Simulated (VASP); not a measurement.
# Re (P6_3/mmc) in VASP: single point with PBE

Aim: the single point of Re with PBE.

All numbers are computed with VASP 6.6.1; they aren't measurements. Logs are shortened: lines on timing, memory, paths and dates and some standing lists are left out, and cuts for length are marked.

## (1) The cell of the first run

The structure is hexagonal, space group P6_3/mmc (No. 194). Conventional cell: a = 2.820 Å, b = 2.820 Å, c = 4.559 Å, α = 90.00°, β = 90.00°, γ = 120.00°. Re (site symmetry -6m2) has 12 Re at 2.80 to 2.82 Å within 3.7 Å.

## (2) Single point, PBE (15.70 Å³/atom)

INCAR

```
SYSTEM = Re
  PREC = Accurate
  ENCUT = 520
  EDIFF = 1E-6
  ISMEAR = -1
  SIGMA = 0.08
  LREAL = .FALSE.
  LASPH = .TRUE.
  NELM = 100
  ALGO = Normal
  ISIF = 2
  LWAVE = .FALSE.
  LCHARG = .TRUE.
  GGA = PE
  LELF = .TRUE.
  LVHAR = .TRUE.
  NBANDS = 14
```

KPOINTS

```
regular mesh
0
G
  14 14 8
  0 0 0
```

POSCAR

```
Re
1.0
    2.8202692608      0.0000000000      0.0000000000
   -1.4101346304      2.4424248254      0.0000000000
    0.0000000000      0.0000000000      4.5594315230
Re
2
Direct
    0.3333333333      0.6666666667      0.2500000000
    0.6666666667      0.3333333333      0.7500000000
```

Potentials or basis: VASP PAW PBE potentials, release 64 (Re).

Started as:

```console
> cat potpaw_PBE.64/Re/POTCAR > POTCAR
> mpirun -np 1 vasp_std > vasp.out
```

OUTCAR:

```text
SYSTEM = Re
   PREC = Accurate
   ENCUT = 520
   EDIFF = 1E-6
   ISMEAR = -1
   LREAL = .FALSE.
   LASPH = .TRUE.
   NELM = 100
   ISIF = 2
   GGA = PE

 ion  position               nearest neighbor table
   1  0.333  0.667  0.250-   2 2.80   2 2.80   2 2.80   2 2.80   2 2.80   2 2.80
   2  0.667  0.333  0.750-   1 2.80   1 2.80   1 2.80   1 2.80   1 2.80   1 2.80

  LATTYP: Found a hexagonal cell.
 ALAT       =     2.8202692608
 C/A-ratio  =     1.6166653257

  Lattice vectors:

 A1 = (   2.8202692608,   0.0000000000,   0.0000000000)
 A2 = (  -1.4101346304,   2.4424248254,   0.0000000000)
 A3 = (   0.0000000000,   0.0000000000,   4.5594315230)

Analysis of symmetry for initial positions (statically):
=====================================================================
 Subroutine PRICEL returns:
 Original cell was already a primitive cell.

 Routine SETGRP: Setting up the symmetry group for a
 hexagonal supercell.

 Subroutine GETGRP returns: Found 24 space group operations
 (whereof 12 operations were pure point group operations)
 out of a pool of 24 trial point group operations.

The static configuration has the point symmetry D_3d.
 The point group associated with its full space group is D_6h.

Analysis of symmetry for dynamics (positions and initial velocities):
=====================================================================
 Subroutine PRICEL returns:
 Original cell was already a primitive cell.

 Routine SETGRP: Setting up the symmetry group for a
 hexagonal supercell.

 Subroutine GETGRP returns: Found 24 space group operations
 (whereof 12 operations were pure point group operations)
 out of a pool of 24 trial point group operations.

The dynamic configuration has the point symmetry D_3d.
 The point group associated with its full space group is D_6h.

 Subroutine INISYM returns: Found 24 space group operations
 (whereof 12 operations are pure point group operations),
 and found     1 'primitive' translations

----------------------------------------------------------------------------------------

                                     Primitive cell

  volume of cell :      31.4067

  direct lattice vectors                    reciprocal lattice vectors
     2.820269261  0.000000000  0.000000000     0.354576073  0.204714591  0.000000000
    -1.410134630  2.442424825  0.000000000     0.000000000  0.409429183  0.000000000
     0.000000000  0.000000000  4.559431523     0.000000000  0.000000000  0.219325588

  length of vectors
     2.820269261  2.820269261  4.559431523     0.409429183  0.409429183  0.219325588

  position of ions in fractional coordinates (direct lattice)
     0.333333333  0.666666667  0.250000000
     0.666666667  0.333333333  0.750000000

  ion indices of the primitive-cell ions
   primitive index   ion index
                 1           1
                 2           2

----------------------------------------------------------------------------------------

 KPOINTS: regular mesh

Automatic generation of k-mesh.
 Grid dimensions read from file:
 generate k-points for:   14   14    8

 Generating k-lattice:

  Cartesian coordinates                     Fractional coordinates (reciprocal lattice)
     0.025326862  0.014622471  0.000000000     0.071428571  0.000000000  0.000000000
     0.000000000  0.029244942  0.000000000     0.000000000  0.071428571  0.000000000
     0.000000000  0.000000000  0.027415699     0.000000000  0.000000000  0.125000000

  Length of vectors
     0.029244942  0.029244942  0.027415699

  Shift w.r.t. Gamma in fractional coordinates (k-lattice)
     0.000000000  0.000000000  0.000000000

 Subroutine IBZKPT returns following result:
 ===========================================

 Found    120 irreducible k-points:

 Following reciprocal coordinates:
            Coordinates               Weight
  0.000000  0.000000  0.000000      1.000000
  0.071429 -0.000000  0.000000      6.000000
  0.142857 -0.000000  0.000000      6.000000
  0.214286  0.000000  0.000000      6.000000
  0.285714 -0.000000  0.000000      6.000000
  0.357143 -0.000000  0.000000      6.000000
[... 16 lines left out ...]
  0.285714  0.285714  0.000000      6.000000
  0.357143  0.285714  0.000000      6.000000
 [... further k-points ...]
   k-points           NKPTS =    120   k-points in BZ     NKDIM =    120   number of bands    NBANDS=     14
   number of dos      NEDOS =    301   number of ions     NIONS =      2
   total plane-waves  NPLWV =  20736
   dimension x,y,z NGX =    24 NGY =   24 NGZ =   36
   dimension x,y,z NGXF=    48 NGYF=   48 NGZF=   72
   ions per type =               2
   NGX,Y,Z   is equivalent  to a cutoff of  14.15, 14.15, 13.13 a.u.
   NGXF,Y,Z  is equivalent  to a cutoff of  28.29, 28.29, 26.25 a.u.
 SYSTEM =  Re
   PREC   = accura    normal or accurate (medium, high low for compatibility)
   ISTART =      0    job   : 0-new  1-cont  2-samecut
   ICHARG =      2    charge: 1-file 2-atom 10-const
   ISPIN  =      1    spin polarized calculation?
   LNONCOLLINEAR =      F non collinear calculations
   LSORBIT =      F    spin-orbit coupling
   LASPH  =      T    aspherical Exc in radial PAW
   ENCUT  =  520.0 eV  38.22 Ry    6.18 a.u.   5.24  5.24  8.48*2*pi/ulx,y,z
   NELM   =    100;   NELMIN=  2; NELMDL= -5     # of ELM steps
   EDIFF  = 0.1E-05   stopping-criterion for ELM
   LREAL  =      F    real-space projection
   EDIFFG = 0.1E-04   stopping-criterion for IOM
   NSW    =      0    number of steps for IOM
   IBRION =     -1    ionic relax: 0-MD 1-quasi-New 2-CG
   NFREE  =      0    steps in history (QN), initial steepest desc. (CG)
   ISIF   =      2    stress and relaxation
   ISYM   =      2    0-nonsym 1-usesym 2-fastsym
   POTIM  = 0.5000    time-step for ionic-motion
   TEBEG  =    0.0;   TEEND  =   0.0 temperature during run
   PSTRESS=    0.0 pullay stress
   NELECT =      14.0000    total number of electrons
   NUPDOWN=      -1.0000    fix difference up-down
   EMIN   =  10.00;   EMAX   =-10.00  energy-range for DOS
   EFERMI =   0.00;   METHOD = LEGACY
   ISMEAR =    -1;   SIGMA  =   0.08  broadening in eV -4-tet -1-fermi 0-gaus
   EFERMI_NEDOS =   21; number of points for ismear=-14 and -15
   IALGO  =     38    algorithm
   IMIX   =      4    mixing-type and parameters
     AMIX     =   0.40;   BMIX     =  1.00
     AMIX_MAG =   1.60;   BMIX_MAG =  1.00
  volume/ion in A,a.u.               =      15.70       105.97
  Fermi-wavevector in a.u.,A,eV,Ry     =   1.250576  2.363246 21.278693  1.563940
  Thomas-Fermi vector in A             =   2.384564
   LORBIT       =      0    0 simple, 1 ext, 2 COOP (PROOUT), +10 PAW based schemes
   GGA     = PE    functional components
   LHFCALC =     F    Hartree Fock is set to
   AEXX    =    0.0000 exact exchange contribution
   IVDW    =     0    specifies the selected vdW correction
   LEPSILON=     F    determine dielectric tensor
   LRPA    =     F    only Hartree local field effects (RPA)
 non-spin polarized calculation
  energy-cutoff  :      520.00
  volume of cell :       31.41
 maximum number of plane-waves:       860
 NGX is ok and might be reduce to    24
   NGX = 11   NGY = 11   NGZ = 17

 number of electron      14.0000000 magnetization

 Free energy of the ion-electron system (eV)
  ---------------------------------------------------
  ext. energy  EPLUGINS =         0.00000000
  ---------------------------------------------------
  free energy    TOTEN  =       -24.78819699 eV

  energy without entropy =      -24.75259429  energy(sigma->0) =      -24.77039564

 E-fermi :   7.0911     XC(G=0): -13.3741

 val. band max:        7.0804975150   @ k =   0.1429  -0.0000   0.0000
 cond. band min:       7.0925222264   @ k =   0.2143   0.1429   0.5000
 fundamental gap:      0.0120247114
 Fermi energy:         7.0910513328

 k-point     1 :       0.0000    0.0000    0.0000
  band No.  band energies     occupation
      1      -2.3151      2.00000
      2       0.9415      2.00000
      3       5.6636      2.00000
      4       5.6846      2.00000
      5       5.6846      2.00000
      6       6.4334      1.99946
      7       6.4334      1.99946
      8       7.2899      0.15368
      9       7.2899      0.15368
     10       7.5954      0.00365
     11      10.1697      0.00000
     12      10.1697      0.00000
     13      16.2538      0.00000
     14      21.1614      0.00000

 k-point     2 :       0.0714   -0.0000    0.0000
  band No.  band energies     occupation
      1      -2.1212      2.00000
      2       1.1235      2.00000
      3       5.2392      2.00000
      4       5.8599      2.00000
      5       6.0459      2.00000
      6       6.3037      1.99989
      7       6.5983      1.99578
      8       6.8093      1.94261
      9       7.1466      0.66640
     10       7.2764      0.17951
     11      10.2628      0.00000
     12      10.9900      0.00000
     13      16.2329      0.00000
     14      21.5763      0.00000

 k-point     3 :       0.1429   -0.0000    0.0000
  band No.  band energies     occupation
      1      -1.5649      2.00000
      2       1.6111      2.00000
      3       4.7315      2.00000
      4       5.6393      2.00000
      5       5.9151      2.00000
      6       6.3747      1.99974
      7       6.5527      1.99761
      8       6.7937      1.95256
      9       7.0080      1.47681
     10       7.0805      1.06587
     11      10.4730      0.00000
     12      12.5165      0.00000
     13      16.1278      0.00000
     14      22.5798      0.00000

 k-point     4 :       0.2143    0.0000    0.0000
  band No.  band energies     occupation
      1      -0.7297      2.00000
      2       2.1569      2.00000
      3       4.3621      2.00000
      4       4.5183      2.00000
      5       5.5558      2.00000
      6       6.3661      1.99977
      7       6.6739      1.98918
      8       7.1953      0.42744
      9       7.2174      0.34191
     10       7.8401      0.00017
     11      10.6908      0.00000
     12      14.1828      0.00000
     13      15.9011      0.00000
     14      22.3110      0.00000

 k-point     5 :       0.2857   -0.0000    0.0000
  band No.  band energies     occupation
      1       0.2193      2.00000
      2       2.2849      2.00000
      3       3.5829      2.00000
      4       4.4300      2.00000
      5       5.5133      2.00000
      6       5.9619      2.00000
      7       6.3388      1.99984
      8       8.1606      0.00000
      9       8.2508      0.00000
     10       8.7998      0.00000
     11      10.8586      0.00000
[... 276 lines left out ...]
 k-point    22 :       0.3571    0.2143    0.0000
  band No.  band energies     occupation
      1       2.4095      2.00000
      2       2.6557      2.00000
      3       2.8581      2.00000
      4       4.3414      2.00000
      5       5.0138      2.00000
      6       5.5634      2.00000
      7       6.7682      1.96527
      8       9.5514      0.00000
      9      10.4397      0.00000
     10      10.4769      0.00000
     11      13.0300      0.00000
     12      13.9065      0.00000
     13      15.7037      0.00000
     14      18.5050      0.00000

 k-point    23 :       0.2857    0.2857    0.0000
  band No.  band energies     occupation
      1       2.4396      2.00000
      2       2.8936      2.00000
      3       3.4212      2.00000
      4       3.7980      2.00000
      5       4.9466      2.00000
      6       5.5253      2.00000
      7       6.8057      1.94508
      8       9.2192      0.00000
      9      10.3444      0.00000
     10      10.4334      0.00000
     11      13.0188      0.00000
     12      13.8967      0.00000
     13      15.4297      0.00000
     14      18.9227      0.00000

 k-point    24 :       0.3571    0.2857    0.0000
  band No.  band energies     occupation
      1       2.3841      2.00000
      2       3.1318      2.00000
      3       3.3094      2.00000
      4       4.0385      2.00000
      5       5.0496      2.00000
      6       5.2900      2.00000
      7       7.0080      1.47687
      8       9.6614      0.00000
      9      10.1148      0.00000
     10      10.2957      0.00000
     11      13.2335      0.00000
     12      13.2966      0.00000
     13      15.0150      0.00000
     14      20.3275      0.00000

 [... further k-points ...]
[... 5 lines left out ...]
  --------------------------------------------------------------------------------------
  -------------------------------------------------------------------------------------
  Total       -3.2501119     -3.2501119     -3.3198760      0.0000000     -0.0000000     -0.0000000
  in kB     -165.8007229   -165.8007229   -169.3596590      0.0000000     -0.0000000     -0.0000000
  external PRESSURE =    -166.9870350 kB  Pullay stress =       0.0000000 kB

 VOLUME and BASIS-vectors are now :
 -----------------------------------------------------------------------------
  energy-cutoff  :      520.00
  volume of cell :       31.41
      direct lattice vectors                 reciprocal lattice vectors
     2.820269261  0.000000000  0.000000000     0.354576073  0.204714591  0.000000000
    -1.410134630  2.442424825  0.000000000     0.000000000  0.409429183  0.000000000
     0.000000000  0.000000000  4.559431523     0.000000000  0.000000000  0.219325588

 POSITION                                       TOTAL-FORCE (eV/Angst)
 -----------------------------------------------------------------------------------
     -0.00000      1.62828      1.13986        -0.000000     -0.000000      0.000000
      1.41013      0.81414      3.41957         0.000000      0.000000      0.000000
 -----------------------------------------------------------------------------------
    total drift:                               -0.000000      0.000000     -0.000000

  FREE ENERGIE OF THE ION-ELECTRON SYSTEM (eV)
  ---------------------------------------------------
  free  energy   TOTEN  =       -24.7881969940 eV

  energy  without entropy=      -24.7525942925  energy(sigma->0) =      -24.77039564
```

Wall time 20 s (1 thread of Intel Xeon 6975P-C (Granite Rapids), shared host); peak memory 0.18 GiB.

What came out:

| Item | Value |
| --- | --- |
| Free energy | -24.7882 eV |
| Pressure | -16.7 GPa |
| Band gap on the k mesh | zero (bands 7 and 8 overlap by 2.97 eV) |

Levels at points of the mesh, in eV from the Fermi level:
```csv
k point,band 5,band 6,band 7,band 8,band 9,band 10
"(0.00, 0.00, 0.00)",-1.41,-0.66,-0.66,0.20,0.20,0.50
"(0.50, 0.00, 0.00)",-1.68,-1.27,-0.56,3.60,3.95,4.07
"(0.00, 0.00, 0.50)",-1.53,-1.53,-1.53,-1.53,2.32,2.32
"(0.50, 0.00, 0.50)",0.39,0.39,0.82,0.82,3.88,3.88
```

Caveat: the cell stands under tension; spin-orbit coupling is left out, which moves the levels of the heavy elements.
